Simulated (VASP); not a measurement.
Ga2SnO2:

```
CELL_PARAMETERS angstrom
3.60047 0.00000 0.00000
-1.80024 3.11810 0.00000
0.00000 0.00000 13.29088
ATOMIC_POSITIONS crystal
Ga 0.66667 0.33333 0.40328
Ga 0.66667 0.33333 0.09672
Ga 0.33333 0.66667 0.90328
Ga 0.33333 0.66667 0.59672
Sn 0.00000 0.00000 0.75000
Sn 0.00000 0.00000 0.25000
O 0.66667 0.33333 0.55969
O 0.66667 0.33333 0.94031
O 0.33333 0.66667 0.44031
O 0.33333 0.66667 0.05969
```

The cell was built from a structure type or drawn by symmetry, and may not be a known phase.

* Program: VASP 6.6.1
* Task: relaxation of cell and atoms
* Functional: PBE
* Potentials or basis: VASP PAW PBE potentials, release 64 (Ga_d, Sn_d, O)
* Cutoff: 600 eV
* k mesh: 6 × 6 × 2
* Occupations: gaussian, width 0.1 eV
* Spin: no spin polarisation

At the start: pressure 1.2 GPa; volume 14.92 Å³/atom.

Problem. Where does the relaxation end?

Solution. Over 19 steps the energy falls by 166.0 meV/atom and the volume is 15.57 Å³/atom (+4.4 %); space group P6_3/mmc (No. 194, to 0.1 Å) before and after.

Step by step:
```
step  energy change (eV)  largest force (eV/Å)  pressure (GPa)  volume (Å³)
   1              0.0000                1.3792            1.17       149.21
   2             -0.6626                0.6633            0.84       151.45
   3             -1.1185                0.3978            1.78       154.22
   4             -1.1824                0.7878            2.93       155.42
   5             -1.3601                0.1488           -3.54       165.96
   6             -1.3739                0.2218           -2.29       163.59
   7             -1.4799                0.1939           -0.63       159.80
   8             -1.4890                0.2338            0.05       158.42
   9             -1.5124                0.1572           -0.10       158.01
  10             -1.5517                0.1419           -0.10       156.86
  11             -1.6097                0.2262            1.09       154.36
  12             -1.3621                0.5393            7.58       148.57
  13             -1.6241                0.2364            1.51       153.70
  14             -1.6455                0.0985            0.38       155.17
  15             -1.6509                0.1017           -0.51       156.36
  16             -1.6546                0.1083           -0.49       156.40
  17             -1.6581                0.1185           -0.44       156.47
  18             -1.6603                0.0459            0.25       155.63
  19             -1.6603                0.0370            0.16       155.74
```

Final structure:
```
Ga Sn O
1.0
     3.20243    0.00000    0.00000
    -1.60122    2.77339    0.00000
     0.00000    0.00000   17.53480
Ga Sn O
4 2 4
Cartesian
  1.6012 0.9245 7.0368
  1.6012 0.9245 1.7306
  0.0000 1.8489 15.8042
  0.0000 1.8489 10.4980
  0.0000 0.0000 13.1511
  0.0000 0.0000 4.3837
  1.6012 0.9245 9.8585
  1.6012 0.9245 16.4437
  0.0000 1.8489 7.6763
  0.0000 1.8489 1.0911
```

Caveat: a cell axis changed by over 15 % at a fixed basis, so the end point is rough.
